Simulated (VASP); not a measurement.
# HfO2 (Fm-3m) in VASP: notebook

The runs below take HfO2 through single point, with r2SCAN.

Program: VASP 6.6.1. These are calculated values, not measurements. Logs are shortened: lines on timing, memory, paths and dates and some standing lists are left out, and cuts for length are marked.

## 1. The cell of the first run

It takes space group Fm-3m (No. 225, cubic). The conventional cell has a = 5.108 Å, b = 5.108 Å, c = 5.108 Å, α = 90.00°, β = 90.00°, γ = 90.00°. Hf (site symmetry m-3m) has 8 O at 2.21 Å within 2.9 Å. O (site symmetry -43m) has 4 Hf at 2.21 Å and 6 O at 2.55 Å within 2.9 Å.

## 2. Single point, r2SCAN (volume changed by +3%)

Contents of POSCAR:

```
HfO2
1.0
    0.0000000000      2.5542253552      2.5542253552
    2.5542253552      0.0000000000      2.5542253552
    2.5542253552      2.5542253552      0.0000000000
Hf O
1 2
Direct
    0.0000000000      0.0000000000      0.0000000000
    0.2500000000      0.2500000000      0.2500000000
    0.7500000000      0.7500000000      0.7500000000
```

Contents of INCAR.step1:

```
  ALGO = Normal
  EDIFF = 1E-4
  ENCUT = 520
  GGA = PE
  ISMEAR = 0
  LASPH = True
  LCHARG = False
  LREAL = False
  LWAVE = True
  NBANDS = 18
  NELM = 60
  PREC = Accurate
  SIGMA = 0.01
```

Contents of INCAR.step2:

```
  ALGO = Normal
  EDIFF = 1E-7
  ENCUT = 520
  ISIF = 2
  ISMEAR = 0
  ISTART = 1
  LASPH = True
  LCHARG = True
  LELF = True
  LMIXTAU = True
  LREAL = False
  LVHAR = True
  LWAVE = False
  METAGGA = R2SCAN
  NBANDS = 18
  NELM = 60
  PREC = Accurate
  SIGMA = 0.01
```

Contents of KPOINTS:

```
k-points
0
Gamma
  8 8 8
```

Potentials or basis: VASP PAW PBE potentials, release 64 (Hf_pv, O).

Launch:

```bash
$ cat potpaw_PBE.64/Hf_pv/POTCAR potpaw_PBE.64/O/POTCAR > POTCAR
$ cp INCAR.step1 INCAR
$ mpirun -np 1 vasp_std > vasp.out
$ cp INCAR.step2 INCAR
$ mpirun -np 1 vasp_std > vasp.out
```

OUTCAR:

```text
EDIFF = 1E-7
   ENCUT = 520
   ISIF = 2
   ISMEAR = 0
   ISTART = 1
   LASPH = True
   LREAL = False
   METAGGA = R2SCAN
   NELM = 60
   PREC = Accurate

 ion  position               nearest neighbor table
   1  0.000  0.000  0.000-   3 2.21   3 2.21   3 2.21   2 2.21   3 2.21   2 2.21   2 2.21   2 2.21

   2  0.250  0.250  0.250-   1 2.21   1 2.21   1 2.21   1 2.21
   3  0.750  0.750  0.750-   1 2.21   1 2.21   1 2.21   1 2.21

  LATTYP: Found a face centered cubic cell.
 ALAT       =     5.1084507104

  Lattice vectors:

 A1 = (   0.0000000000,   2.5542253552,   2.5542253552)
 A2 = (   2.5542253552,   0.0000000000,   2.5542253552)
 A3 = (   2.5542253552,   2.5542253552,   0.0000000000)

Analysis of symmetry for initial positions (statically):
=====================================================================
 Subroutine PRICEL returns:
 Original cell was already a primitive cell.

 Routine SETGRP: Setting up the symmetry group for a
 face centered cubic supercell.

 Subroutine GETGRP returns: Found 48 space group operations
 (whereof 48 operations were pure point group operations)
 out of a pool of 48 trial point group operations.

The static configuration has the point symmetry O_h .

Analysis of symmetry for dynamics (positions and initial velocities):
=====================================================================
 Subroutine PRICEL returns:
 Original cell was already a primitive cell.

 Routine SETGRP: Setting up the symmetry group for a
 face centered cubic supercell.

 Subroutine GETGRP returns: Found 48 space group operations
 (whereof 48 operations were pure point group operations)
 out of a pool of 48 trial point group operations.

The dynamic configuration has the point symmetry O_h .

 Subroutine INISYM returns: Found 48 space group operations
 (whereof 48 operations are pure point group operations),
 and found     1 'primitive' translations

----------------------------------------------------------------------------------------

                                     Primitive cell

  volume of cell :      33.3279

  direct lattice vectors                    reciprocal lattice vectors
     0.000000000  2.554225355  2.554225355    -0.195754066  0.195754066  0.195754066
     2.554225355  0.000000000  2.554225355     0.195754066 -0.195754066  0.195754066
     2.554225355  2.554225355  0.000000000     0.195754066  0.195754066 -0.195754066

  length of vectors
     3.612220139  3.612220139  3.612220139     0.339055989  0.339055989  0.339055989

  position of ions in fractional coordinates (direct lattice)
     0.000000000  0.000000000  0.000000000
     0.250000000  0.250000000  0.250000000
     0.750000000  0.750000000  0.750000000

  ion indices of the primitive-cell ions
   primitive index   ion index
                 1           1
                 2           2
                 3           3

----------------------------------------------------------------------------------------

 KPOINTS: k-points

Automatic generation of k-mesh.
 Grid dimensions read from file:
 generate k-points for:    8    8    8

 Generating k-lattice:

  Cartesian coordinates                     Fractional coordinates (reciprocal lattice)
    -0.024469258  0.024469258  0.024469258     0.125000000  0.000000000  0.000000000
     0.024469258 -0.024469258  0.024469258     0.000000000  0.125000000  0.000000000
     0.024469258  0.024469258 -0.024469258     0.000000000  0.000000000  0.125000000

  Length of vectors
     0.042381999  0.042381999  0.042381999

  Shift w.r.t. Gamma in fractional coordinates (k-lattice)
     0.000000000  0.000000000  0.000000000

 Subroutine IBZKPT returns following result:
 ===========================================

 Found     29 irreducible k-points:

 Following reciprocal coordinates:
            Coordinates               Weight
  0.000000  0.000000  0.000000      1.000000
  0.125000  0.000000  0.000000      8.000000
  0.250000  0.000000  0.000000      8.000000
  0.375000  0.000000  0.000000      8.000000
  0.500000  0.000000  0.000000      4.000000
  0.125000  0.125000  0.000000      6.000000
[... 16 lines left out ...]
  0.500000  0.250000  0.125000     48.000000
 -0.375000  0.250000  0.125000     24.000000
 [... further k-points ...]
   k-points           NKPTS =     29   k-points in BZ     NKDIM =     29   number of bands    NBANDS=     18
   number of dos      NEDOS =    301   number of ions     NIONS =      3
   total plane-waves  NPLWV =  21952
   dimension x,y,z NGX =    28 NGY =   28 NGZ =   28
   dimension x,y,z NGXF=    56 NGYF=   56 NGZF=   56
   ions per type =               1   2
   NGX,Y,Z   is equivalent  to a cutoff of  12.89, 12.89, 12.89 a.u.
   NGXF,Y,Z  is equivalent  to a cutoff of  25.77, 25.77, 25.77 a.u.
 SYSTEM =  unknown system
   PREC   = accura    normal or accurate (medium, high low for compatibility)
   ISTART =      1    job   : 0-new  1-cont  2-samecut
   ICHARG =      0    charge: 1-file 2-atom 10-const
   ISPIN  =      1    spin polarized calculation?
   LNONCOLLINEAR =      F non collinear calculations
   LSORBIT =      F    spin-orbit coupling
   LASPH  =      T    aspherical Exc in radial PAW
   ENCUT  =  520.0 eV  38.22 Ry    6.18 a.u.   6.72  6.72  6.72*2*pi/ulx,y,z
   NELM   =     60;   NELMIN=  2; NELMDL=  0     # of ELM steps
   EDIFF  = 0.1E-06   stopping-criterion for ELM
   LREAL  =      F    real-space projection
   EDIFFG = 0.1E-05   stopping-criterion for IOM
   NSW    =      0    number of steps for IOM
   IBRION =     -1    ionic relax: 0-MD 1-quasi-New 2-CG
   NFREE  =      0    steps in history (QN), initial steepest desc. (CG)
   ISIF   =      2    stress and relaxation
   ISYM   =      2    0-nonsym 1-usesym 2-fastsym
   POTIM  = 0.5000    time-step for ionic-motion
   TEBEG  =    0.0;   TEEND  =   0.0 temperature during run
   PSTRESS=    0.0 pullay stress
   NELECT =      22.0000    total number of electrons
   NUPDOWN=      -1.0000    fix difference up-down
   EMIN   =  10.00;   EMAX   =-10.00  energy-range for DOS
   EFERMI =   0.00;   METHOD = LEGACY
   ISMEAR =     0;   SIGMA  =   0.01  broadening in eV -4-tet -1-fermi 0-gaus
   EFERMI_NEDOS =   21; number of points for ismear=-14 and -15
   IALGO  =     38    algorithm
   IMIX   =      4    mixing-type and parameters
     AMIX     =   0.40;   BMIX     =  1.00
     AMIX_MAG =   1.60;   BMIX_MAG =  1.00
  volume/ion in A,a.u.               =      11.11        74.97
  Fermi-wavevector in a.u.,A,eV,Ry     =   1.425432  2.693676 27.645086  2.031856
  Thomas-Fermi vector in A             =   2.545817
   LORBIT       =      0    0 simple, 1 ext, 2 COOP (PROOUT), +10 PAW based schemes
   METAGGA = R2SCAN    functional components
   LHFCALC =     F    Hartree Fock is set to
   AEXX    =    0.0000 exact exchange contribution
   IVDW    =     0    specifies the selected vdW correction
   LEPSILON=     F    determine dielectric tensor
   LRPA    =     F    only Hartree local field effects (RPA)
 non-spin polarized calculation
 Gauss-broadening in eV      SIGMA  =   0.01
  energy-cutoff  :      520.00
  volume of cell :       33.33
 maximum number of plane-waves:       934
   NGX = 13   NGY = 13   NGZ = 13

 number of electron      21.9999992 magnetization

 Free energy of the ion-electron system (eV)
  ---------------------------------------------------
  ext. energy  EPLUGINS =         0.00000000
  ---------------------------------------------------
  free energy    TOTEN  =       -68.50282854 eV

  energy without entropy =      -68.50282854  energy(sigma->0) =      -68.50282854

 E-fermi :   3.7934     XC(G=0): -12.4467

 val. band max:        3.7204616164   @ k =   0.5000   0.5000   0.0000
 cond. band min:       7.9468024048   @ k =   0.5000   0.5000   0.0000
 fundamental gap:      4.2263407884
 Fermi energy:         3.7934285478

 k-point     1 :       0.0000    0.0000    0.0000
  band No.  band energies     occupation
      1     -27.0526      2.00000
      2     -27.0526      2.00000
      3     -27.0526      2.00000
      4     -15.8675      2.00000
      5     -12.9765      2.00000
      6      -1.5795      2.00000
[... 10 lines left out ...]
     17      14.4232      0.00000
     18      16.2345      0.00000

 k-point     2 :       0.1250    0.0000    0.0000
  band No.  band energies     occupation
      1     -27.1142      2.00000
      2     -27.0591      2.00000
      3     -27.0591      2.00000
      4     -15.6713      2.00000
      5     -13.1347      2.00000
      6      -1.4309      2.00000
[... 10 lines left out ...]
     17      14.1615      0.00000
     18      16.2328      0.00000

 k-point     3 :       0.2500    0.0000    0.0000
  band No.  band energies     occupation
      1     -27.2575      2.00000
      2     -27.0749      2.00000
      3     -27.0749      2.00000
      4     -15.2049      2.00000
      5     -13.4609      2.00000
      6      -1.0599      2.00000
[... 10 lines left out ...]
     17      13.6953      0.00000
     18      16.2248      0.00000

 k-point     4 :       0.3750    0.0000    0.0000
  band No.  band energies     occupation
      1     -27.3940      2.00000
      2     -27.0906      2.00000
      3     -27.0906      2.00000
      4     -14.7957      2.00000
      5     -13.6676      2.00000
      6      -0.6803      2.00000
[... 375 lines left out ...]
      4     -14.8099      2.00000
      5     -13.7029      2.00000
      6      -1.0835      2.00000
[... 10 lines left out ...]
     17      13.9995      0.00000
     18      16.2275      0.00000

 k-point    23 :       0.5000    0.2500    0.1250
  band No.  band energies     occupation
      1     -27.3684      2.00000
      2     -27.1905      2.00000
      3     -27.1127      2.00000
      4     -14.4431      2.00000
      5     -13.8636      2.00000
      6      -1.0761      2.00000
[... 10 lines left out ...]
     17      14.9326      0.00000
     18      16.2235      0.00000

 k-point    24 :      -0.3750    0.2500    0.1250
  band No.  band energies     occupation
      1     -27.3942      2.00000
      2     -27.2113      2.00000
      3     -27.1214      2.00000
      4     -14.3547      2.00000
      5     -13.8526      2.00000
      6      -1.0790      2.00000
[... 10 lines left out ...]
     17      15.1299      0.00000
     18      16.2207      0.00000

 [... further k-points ...]

------------------------ aborting loop because EDIFF is reached ----------------------------------------

  FORCE on cell =-STRESS in cart. coord.  units (eV):
  Direction    XX          YY          ZZ          XY          YZ          ZX
  --------------------------------------------------------------------------------------
  -------------------------------------------------------------------------------------
  Total       -2.3308363     -2.3308363     -2.3308363      0.0000000     -0.0000000     -0.0000000
  in kB     -112.0507384   -112.0507384   -112.0507384      0.0000000     -0.0000000     -0.0000000
  external PRESSURE =    -112.0507384 kB  Pullay stress =       0.0000000 kB

 VOLUME and BASIS-vectors are now :
 -----------------------------------------------------------------------------
  energy-cutoff  :      520.00
  volume of cell :       33.33
      direct lattice vectors                 reciprocal lattice vectors
     0.000000000  2.554225355  2.554225355    -0.195754066  0.195754066  0.195754066
     2.554225355  0.000000000  2.554225355     0.195754066 -0.195754066  0.195754066
     2.554225355  2.554225355  0.000000000     0.195754066  0.195754066 -0.195754066

 POSITION                                       TOTAL-FORCE (eV/Angst)
 -----------------------------------------------------------------------------------
      0.00000      0.00000      0.00000         0.000000     -0.000000      0.000000
      1.27711      1.27711      1.27711        -0.000000     -0.000000     -0.000000
      3.83134      3.83134      3.83134         0.000000      0.000000      0.000000
 -----------------------------------------------------------------------------------
    total drift:                                0.000000      0.000000      0.000000

  FREE ENERGIE OF THE ION-ELECTRON SYSTEM (eV)
  ---------------------------------------------------
  free  energy   TOTEN  =       -68.5028285401 eV

  energy  without entropy=      -68.5028285401  energy(sigma->0) =      -68.50282854
```

Wall time 71 s (1 thread of Intel Xeon Platinum 8488C (Sapphire Rapids), shared host); peak memory 0.17 GiB.

Results:

| Quantity | Value |
| --- | --- |
| Free energy | -68.5028 eV |
| Pressure | -11.2 GPa |
| Band gap on the k mesh | 4.23 eV, direct |

Caveat: the PAW data sets were made with another functional, which shifts forces and pressure a little; spin-orbit coupling is left out, which moves the levels of the heavy elements. A k mesh can miss the band edges.

## 3. Single point, r2SCAN (volume changed by +6%)

Contents of POSCAR:

```
HfO2
1.0
    0.0000000000      2.5787867212      2.5787867212
    2.5787867212      0.0000000000      2.5787867212
    2.5787867212      2.5787867212      0.0000000000
Hf O
1 2
Direct
    0.0000000000      0.0000000000      0.0000000000
    0.2500000000      0.2500000000      0.2500000000
    0.7500000000      0.7500000000      0.7500000000
```

Contents of INCAR.step1:

```
PREC = Accurate ; ENCUT = 520
ISMEAR = 0 ; SIGMA = 0.01
LREAL = False ; LASPH = True
NELM = 100 ; NBANDS = 18
GGA = PE ; ALGO = Normal
EDIFF = 1E-4 ; LWAVE = True
LCHARG = False
```

Contents of INCAR.step2:

```
PREC = Accurate ; ENCUT = 520
EDIFF = 1E-7 ; ISMEAR = 0
SIGMA = 0.01 ; LREAL = False
LASPH = True ; NELM = 100
ALGO = Normal ; ISIF = 2
LWAVE = False ; LCHARG = True
METAGGA = R2SCAN ; LMIXTAU = True
LELF = True ; LVHAR = True
NBANDS = 18 ; ISTART = 1
```

Contents of KPOINTS:

```
Automatic mesh
0
Gamma
  8 8 8
```

Potentials or basis: VASP PAW PBE potentials, release 64 (Hf_pv, O).

Launch:

```bash
$ cat potpaw_PBE.64/Hf_pv/POTCAR potpaw_PBE.64/O/POTCAR > POTCAR
$ cp INCAR.step1 INCAR
$ mpirun -np 1 vasp_std > vasp.out
$ cp INCAR.step2 INCAR
$ mpirun -np 1 vasp_std > vasp.out
```

Run time: 64 s. Hardware: 1 thread of Intel Xeon Platinum 8488C (Sapphire Rapids), shared host; peak memory 0.17 GiB.

It converged, with:

```yaml
Free_energy: -68.4176 eV
Pressure: -17.4 GPa
Band_gap_on_the_k_mesh: 4.14 eV, direct
```

Levels at points of the mesh, in eV from the valence-band top:
```
           k point  band 9  band 10  band 11  band 12  band 13  band 14
(0.00, 0.00, 0.00)   -0.61    -0.61    -0.61     4.26     4.26     6.04
(0.50, 0.00, 0.00)   -2.69    -1.83    -1.83     4.89     4.89     7.00
(0.50, 0.50, 0.00)   -1.47    -1.47     0.00     4.14     5.72     6.69
```

Caveat: the PAW data sets were made with another functional, which shifts forces and pressure a little; spin-orbit coupling is left out, which moves the levels of the heavy elements. A k mesh can miss the band edges.
